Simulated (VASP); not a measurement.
Set up this calculation in VASP 6.6.1, as the native input.

```yaml
Task: single point
Functional: PBEsol
Potentials_or_basis: VASP PAW PBE potentials, release 64 (Fe, O)
Cutoff: 520 eV
k_mesh: 18 × 18 × 18
Occupations: gaussian, width 0.1 eV
Spin: collinear spin, ferromagnetic start
Starting_moments: "[3.76, 0.37] μB"
Dipole_correction: no
Further_INCAR_settings: ALGO = Normal; EDIFF = 1e-06; NBANDS = 18
```

The structure of FeO lies in POSCAR:

```
FeO
1.0
    1.5302720640      0.8835029881      2.5001111628
   -1.5302720640      0.8835029881      2.5001111628
    0.0000000000     -1.7670059762      2.5001111628
Fe O
1 1
Direct
    0.0000000000      0.0000000000      0.0000000000
    0.5000000000      0.5000000000      0.5000000000
```

One way to write it, as run:

INCAR

```
SYSTEM = FeO
PREC     = Accurate       ! precision mode
ENCUT    = 520            ! plane-wave cutoff, eV
EDIFF    = 1E-6           ! SCF threshold, eV
ISMEAR   = 0              ! smearing method
SIGMA    = 0.1            ! smearing width, eV
LREAL    = .False.        ! projectors in reciprocal space
LASPH    = .True.         ! aspherical terms in the spheres
NELM     = 150            ! most SCF steps
ALGO     = Normal         ! electronic algorithm
ISIF     = 2              ! what is computed and relaxed
LWAVE    = .False.        ! write WAVECAR
LCHARG   = .False.        ! write CHGCAR
ISPIN    = 2              ! spin polarisation
MAGMOM   = 3.76 0.37      ! initial moments
LORBIT   = 11             ! projections on sites
LMAXMIX  = 4              ! l up to which the mixer works
GGA      = PS             ! functional
NBANDS   = 18             ! bands
```

KPOINTS

```
regular mesh
0
Gamma
  18 18 18
  0 0 0
```

Potentials or basis: VASP PAW PBE potentials, release 64 (Fe, O).

Launch:

```bash
$ cat potpaw_PBE.64/Fe/POTCAR potpaw_PBE.64/O/POTCAR > POTCAR
$ mpirun -np 1 vasp_std > vasp.out
```

It gave:

```yaml
Pressure: -10.5 GPa
Band_gap_on_the_k_mesh: zero (filled and empty bands overlap)
Net_moment: 4.00 μB per cell
Site_moments: Fe +3.61; O +0.30 μB
Valence_electrons_inside_the_program's_atomic_spheres: Fe 6.72; O 4.96
```

Caveat: the cell stands under tension; the PAW data sets were made with another functional, which shifts forces and pressure a little; a cell with one magnetic atom can't hold antiferromagnetic order, which such compounds often take; semilocal functionals often make such compounds metallic where correlation or magnetic order opens a gap, which also shifts bond lengths.

Wall time 4.5 min on 1 thread of AMD EPYC 9R45 96-Core Processor (Zen 5), on a shared host, peak memory 0.38 GiB.
